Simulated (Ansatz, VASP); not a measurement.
**Se in VASP and in Ansatz**

File INCAR:

```
  PREC = Accurate
  ENCUT = 520
  EDIFF = 1E-7
  ISMEAR = 0
  SIGMA = 0.05
  LREAL = F
  LASPH = T
  NELM = 100
  ALGO = Normal
  ISIF = 2
  LWAVE = F
  LCHARG = F
  GGA = PE
  IVDW = 12
  NBANDS = 16
```

The input KPOINTS:

```
regular mesh
0
Gamma
  9 9 8
```

Contents of POSCAR:

```
Se
1.0
    4.0681465756      0.0000000000      0.0000000000
   -2.0340732878      3.5231182808      0.0000000000
    0.0000000000      0.0000000000      5.1277306289
Se
3
Direct
    0.2780715923      0.0000000000      0.3333333333
    0.0000000000      0.2780715923      0.6666666667
    0.7219284077      0.7219284077      0.0000000000
```

Input for Ansatz:

```yaml
crystal:
  lattice:
    - [4.0681465756, 0.0, 0.0]
    - [-2.0340732878, 3.5231182808, 0.0]
    - [0.0, 0.0, 5.1277306289]
  atoms:
    - { symbol: Se, position: [0.2780715923, 0.0, 0.3333333333] }
    - { symbol: Se, position: [0.0, 0.2780715923, 0.6666666667] }
    - { symbol: Se, position: [0.7219284077, 0.7219284077, 0.0] }
basis:
  ecutwfc: 420
kpoints:
  mp_grid: { grid: [9, 9, 8] }
hamiltonian:
  xc: pbe
  dispersion: d3bj
scf:
  occupations: { method: gaussian, width: 0.05 }
output:
  forces: true
  stress: true
  eigenvalues: true
```

Alike in both runs: task single point; functional PBE; dispersion D3(BJ); k mesh 9 × 9 × 8; occupations gaussian, width 0.05 eV; no spin polarisation.

```csv
,VASP,Ansatz
version,VASP 6.6.1,Ansatz 0.2.0
potentials or method,"VASP PAW PBE potentials, release 64 (Se), cutoff 520 eV","scalar-relativistic, plane waves, PAW"
valence electrons in the cell,18,48
```

Ansatz gave:

* gap on the k mesh at the Fermi level (eV): 0.13
* least direct gap on the mesh (eV): 0.46
* pressure (GPa): -4.3
* traceless stress, the component that is largest in VASP (GPa): 0.30
* rms of the force components (eV/Å): 0.438

**Question.** Which values does VASP return?

**Answer.** gap on the k mesh at the Fermi level (eV): 0.13; least direct gap on the mesh (eV): 0.46; pressure (GPa): -4.3; traceless stress, the component that is largest in VASP (GPa): 0.31; rms of the force components (eV/Å): 0.434.

Atom by atom the forces differ by 0.003 eV/Å (rms over components). VASP's potentials hold 18 valence electrons a cell and Ansatz's 48, so a difference there can come from the potentials and not from the codes.
